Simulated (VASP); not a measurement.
# NaH in VASP: a series of runs, part 2 of 2

VASP 6.6.1.

### 3 Single point, r2SCAN (strain -0.050 along x and y, -0.025 along z)

The input, POSCAR:

```
NaH
1.0
    2.8073678000      0.0000000000      0.0000000000
    0.0000000000      2.8073678000      0.0000000000
    0.0000000000      0.0000000000      2.8812459000
Na H
1 1
Direct
    0.0000000000      0.0000000000      0.0000000000
    0.5000000000      0.5000000000      0.5000000000
```

The input, INCAR.step1:

```
SYSTEM = NaH
PREC = Accurate ; ENCUT = 520
ISMEAR = 0 ; SIGMA = 0.05
LREAL = .FALSE. ; LASPH = .TRUE.
NELM = 60 ; NBANDS = 11
GGA = PE ; ALGO = Normal
EDIFF = 1E-4 ; LWAVE = .TRUE.
LCHARG = .FALSE.
```

The input, INCAR.step2:

```
SYSTEM = NaH
PREC = Accurate ; ENCUT = 520
EDIFF = 1E-6 ; ISMEAR = 0
SIGMA = 0.05 ; LREAL = .FALSE.
LASPH = .TRUE. ; NELM = 60
ALGO = Normal ; ISIF = 2
LWAVE = .FALSE. ; LCHARG = .FALSE.
METAGGA = R2SCAN ; LMIXTAU = .TRUE.
NBANDS = 11 ; ISTART = 1
```

The input, KPOINTS:

```
Automatic mesh
0
G
  10 10 10
  0 0 0
```

Potentials or basis: VASP PAW PBE potentials, release 64 (Na_pv, H).

Command:

```console
$ cat potpaw_PBE.64/Na_pv/POTCAR potpaw_PBE.64/H/POTCAR > POTCAR
$ cp INCAR.step1 INCAR
$ mpirun -np 1 vasp_std > vasp.out
$ cp INCAR.step2 INCAR
$ mpirun -np 1 vasp_std > vasp.out
```

Run time: 24 s. Hardware: 1 thread of Intel Xeon 6975P-C (Granite Rapids), shared host; peak memory 0.15 GiB.

The run converged. Its results:

* Free energy: -7.2702 eV
* Pressure: 2.9 GPa
* Band gap on the k mesh: 1.45 eV, indirect (least direct gap 5.45 eV)

Stress tensor (GPa, compression positive):
```
4.06 0.00 0.00
0.00 4.06 0.00
0.00 0.00 0.59
```

Levels at points of the mesh, in eV from the valence-band top:
| k point | band 1 | band 2 | band 3 | band 4 | band 5 | band 6 | band 7 | band 8 |
| --- | --- | --- | --- | --- | --- | --- | --- | --- |
| (0.00, 0.00, 0.00) | -25.54 | -25.54 | -25.54 | -6.60 | 10.73 | 11.97 | 12.34 | 13.61 |
| (0.50, 0.00, 0.00) | -25.80 | -25.52 | -25.51 | -3.81 | 1.70 | 13.01 | 15.39 | 15.55 |
| (0.50, 0.50, 0.00) | -25.75 | -25.75 | -25.50 | -1.98 | 5.22 | 5.22 | 8.56 | 16.33 |
| (0.00, 0.00, 0.50) | -25.76 | -25.52 | -25.52 | -4.00 | 1.45 | 13.27 | 15.59 | 16.18 |
| (0.50, 0.00, 0.50) | -25.76 | -25.71 | -25.50 | -2.15 | 4.96 | 5.00 | 8.33 | 17.04 |
| (0.50, 0.50, 0.50) | -25.72 | -25.72 | -25.67 | 0.00 | 7.36 | 7.49 | 7.49 | 10.93 |

Caveat: the cell differs from its parent crystal (strain -0.050 along x and y, -0.025 along z); the PAW data sets were made with another functional, which shifts forces and pressure a little.

### 4 Single point, r2SCAN (strain -0.050 along x and y, +0.000 along z)

Changes to POSCAR since step 3:

```diff
@@ -4,3 +4,3 @@
     0.0000000000      2.8073678000      0.0000000000
-    0.0000000000      0.0000000000      2.8812459000
+    0.0000000000      0.0000000000      2.9551240000
 Na H
```

The input, INCAR.step1:

```
SYSTEM = NaH
  ALGO = Normal
  EDIFF = 1E-4
  ENCUT = 520
  GGA = PE
  ISMEAR = 0
  LASPH = .TRUE.
  LCHARG = .FALSE.
  LREAL = .FALSE.
  LWAVE = .TRUE.
  NBANDS = 11
  NELM = 100
  PREC = Accurate
  SIGMA = 0.05
```

The input, INCAR.step2:

```
SYSTEM = NaH
  ALGO = Normal
  EDIFF = 1E-6
  ENCUT = 520
  ISIF = 2
  ISMEAR = 0
  ISTART = 1
  LASPH = .TRUE.
  LCHARG = .TRUE.
  LELF = .TRUE.
  LMIXTAU = .TRUE.
  LREAL = .FALSE.
  LVHAR = .TRUE.
  LWAVE = .FALSE.
  METAGGA = R2SCAN
  NBANDS = 11
  NELM = 100
  PREC = Accurate
  SIGMA = 0.05
```

The input, KPOINTS:

```
k-points
0
G
  10 10 10
  0 0 0
```

Command:

```console
$ cat potpaw_PBE.64/Na_pv/POTCAR potpaw_PBE.64/H/POTCAR > POTCAR
$ cp INCAR.step1 INCAR
$ mpirun -np 1 vasp_std > vasp.out
$ cp INCAR.step2 INCAR
$ mpirun -np 1 vasp_std > vasp.out
```

It took 26 s on 1 thread of Intel Xeon 6975P-C (Granite Rapids), shared host; peak memory 0.15 GiB.

It converged, with:

```yaml
Free_energy: -7.2670 eV
Pressure: 2.1 GPa
Band_gap_on_the_k_mesh: 1.26 eV, indirect (least direct gap 5.31 eV)
```

Stress tensor (GPa, compression positive):
```
 4.36  0.00  0.00
 0.00  4.36  0.00
 0.00  0.00 -2.41
```

Levels at points of the mesh, in eV from the valence-band top:
```csv
k point,band 1,band 2,band 3,band 4,band 5,band 6,band 7,band 8
"(0.00, 0.00, 0.00)",-25.56,-25.55,-25.55,-6.49,10.21,11.90,12.45,12.81
"(0.50, 0.00, 0.00)",-25.81,-25.54,-25.53,-3.68,1.77,12.58,14.68,15.33
"(0.50, 0.50, 0.00)",-25.76,-25.76,-25.51,-1.82,5.31,5.31,8.56,15.64
"(0.00, 0.00, 0.50)",-25.74,-25.54,-25.54,-4.05,1.26,13.18,15.44,16.21
"(0.50, 0.00, 0.50)",-25.78,-25.69,-25.52,-2.15,4.79,4.89,8.11,17.01
"(0.50, 0.50, 0.50)",-25.74,-25.74,-25.65,0.00,7.24,7.49,7.49,10.72
```

Caveat: the cell differs from its parent crystal (strain -0.050 along x and y, +0.000 along z); the PAW data sets were made with another functional, which shifts forces and pressure a little. A k mesh can miss the band edges.

### 5 Single point, r2SCAN (strain -0.050 along x and y, +0.025 along z)

Changes to POSCAR since step 4:

```diff
@@ -4,3 +4,3 @@
     0.0000000000      2.8073678000      0.0000000000
-    0.0000000000      0.0000000000      2.9551240000
+    0.0000000000      0.0000000000      3.0290021000
 Na H
```

The input, INCAR.step1:

```
PREC = Accurate
ENCUT = 520
ISMEAR = 0
SIGMA = 0.05
LREAL = False
LASPH = True
NELM = 60
NBANDS = 11
GGA = PE
ALGO = Normal
EDIFF = 1E-4
LWAVE = True
LCHARG = False
```

The input, INCAR.step2:

```
PREC = Accurate
ENCUT = 520
EDIFF = 1E-7
ISMEAR = 0
SIGMA = 0.05
LREAL = False
LASPH = True
NELM = 60
ALGO = Normal
ISIF = 2
LWAVE = False
LCHARG = True
METAGGA = R2SCAN
LMIXTAU = True
LELF = True
LVHAR = True
NBANDS = 11
ISTART = 1
```

The input, KPOINTS:

```
Automatic mesh
0
Gamma
  10 10 10
```

Command:

```console
$ cat potpaw_PBE.64/Na_pv/POTCAR potpaw_PBE.64/H/POTCAR > POTCAR
$ cp INCAR.step1 INCAR
$ mpirun -np 1 vasp_std > vasp.out
$ cp INCAR.step2 INCAR
$ mpirun -np 1 vasp_std > vasp.out
```

It took 27 s on 1 thread of Intel Xeon 6975P-C (Granite Rapids), shared host; peak memory 0.15 GiB.

It converged, with:

| Quantity | Value |
| --- | --- |
| Free energy | -7.2525 eV |
| Pressure | 1.3 GPa |
| Band gap on the k mesh | 1.07 eV, indirect (least direct gap 5.17 eV) |

Stress tensor (GPa, compression positive):
```
 4.55  0.00  0.00
 0.00  4.55  0.00
 0.00  0.00 -5.33
```

Levels at points of the mesh, in eV from the valence-band top:
| k point | band 2 | band 3 | band 4 | band 5 | band 6 | band 7 |
| --- | --- | --- | --- | --- | --- | --- |
| (0.00, 0.00, 0.00) | -25.59 | -25.59 | -6.39 | 9.64 | 11.90 | 12.06 |
| (0.50, 0.00, 0.00) | -25.57 | -25.57 | -3.58 | 1.82 | 12.13 | 14.03 |
| (0.50, 0.50, 0.00) | -25.80 | -25.55 | -1.68 | 5.39 | 5.39 | 8.56 |
| (0.00, 0.00, 0.50) | -25.58 | -25.58 | -4.10 | 1.07 | 13.09 | 15.29 |
| (0.50, 0.00, 0.50) | -25.70 | -25.56 | -2.15 | 4.62 | 4.79 | 7.88 |
| (0.50, 0.50, 0.50) | -25.78 | -25.66 | 0.00 | 7.11 | 7.49 | 7.49 |

Caveat: the cell differs from its parent crystal (strain -0.050 along x and y, +0.025 along z); the PAW data sets were made with another functional, which shifts forces and pressure a little. A k mesh can miss the band edges.

### 6 Single point, r2SCAN (strain +0.000 along x and y, -0.050 along z)

The input, POSCAR:

```
NaH
1.0
    2.9551240000      0.0000000000      0.0000000000
    0.0000000000      2.9551240000      0.0000000000
    0.0000000000      0.0000000000      2.8073678000
Na H
1 1
Direct
    0.0000000000      0.0000000000      0.0000000000
    0.5000000000      0.5000000000      0.5000000000
```

Changes to INCAR.step1 since step 5:

```diff
@@ -6,3 +6,3 @@
 LASPH = True
-NELM = 60
+NELM = 80
 NBANDS = 11
```

The input, INCAR.step2:

```
PREC = Accurate
ENCUT = 520
EDIFF = 1E-6
ISMEAR = 0
SIGMA = 0.05
LREAL = False
LASPH = True
NELM = 80
ALGO = Normal
ISIF = 2
LWAVE = False
LCHARG = False
METAGGA = R2SCAN
LMIXTAU = True
NBANDS = 11
ISTART = 1
```

The input, KPOINTS:

```
regular mesh
0
Gamma
  10 10 10
```

Potentials or basis: VASP PAW PBE potentials, release 64 (Na_pv, H).

Command:

```console
$ cat potpaw_PBE.64/Na_pv/POTCAR potpaw_PBE.64/H/POTCAR > POTCAR
$ cp INCAR.step1 INCAR
$ mpirun -np 1 vasp_std > vasp.out
$ cp INCAR.step2 INCAR
$ mpirun -np 1 vasp_std > vasp.out
```

Wall time 30 s (1 thread of Intel Xeon 6975P-C (Granite Rapids), shared host); peak memory 0.15 GiB.

Results (log left out):

```
Free energy            : -7.2766 eV
Pressure               : 0.4 GPa
Band gap on the k mesh : 1.42 eV, indirect (least direct gap 5.20 eV)
```

Stress tensor (GPa, compression positive):
```
-1.72  0.00  0.00
 0.00 -1.72  0.00
 0.00  0.00  4.77
```

Levels at points of the mesh, in eV from the valence-band top:
```tsv
k point	band 2	band 3	band 4	band 5	band 6	band 7
(0.00, 0.00, 0.00)	-25.54	-25.53	-6.23	9.91	11.30	12.46
(0.50, 0.00, 0.00)	-25.52	-25.51	-3.78	1.42	12.41	14.76
(0.50, 0.50, 0.00)	-25.68	-25.50	-2.15	4.58	4.58	7.69
(0.00, 0.00, 0.50)	-25.51	-25.51	-3.41	1.93	12.11	15.01
(0.50, 0.00, 0.50)	-25.66	-25.50	-1.82	5.01	5.10	8.14
(0.50, 0.50, 0.50)	-25.64	-25.64	0.00	7.26	7.26	7.49
```

Caveat: the cell differs from its parent crystal (strain +0.000 along x and y, -0.050 along z); the PAW data sets were made with another functional, which shifts forces and pressure a little.

### 7 Summary

```csv
cell,gap on the mesh (eV),pressure (GPa)
"a = 2.807 Å, 2 atoms",1.63,3.7
"a = 2.807, b = 2.807, c = 2.881 Å, 2 atoms",1.45,2.9
"a = 2.807, b = 2.807, c = 2.955 Å, 2 atoms",1.26,2.1
"a = 2.807, b = 2.807, c = 3.029 Å, 2 atoms",1.07,1.3
"a = 2.955, b = 2.955, c = 2.807 Å, 2 atoms",1.42,0.4
```

Alike in all rows: task single point; level r2SCAN; potentials or basis VASP PAW PBE potentials, release 64 (Na_pv, H); no spin polarisation; k mesh 10 × 10 × 10; cutoff (eV) 520; smearing gaussian 0.05 eV.

Caveats: the PAW data sets were made with another functional, which shifts forces and pressure a little.

Total energies depend on the potentials used, so only differences within one code and one set of settings carry meaning.
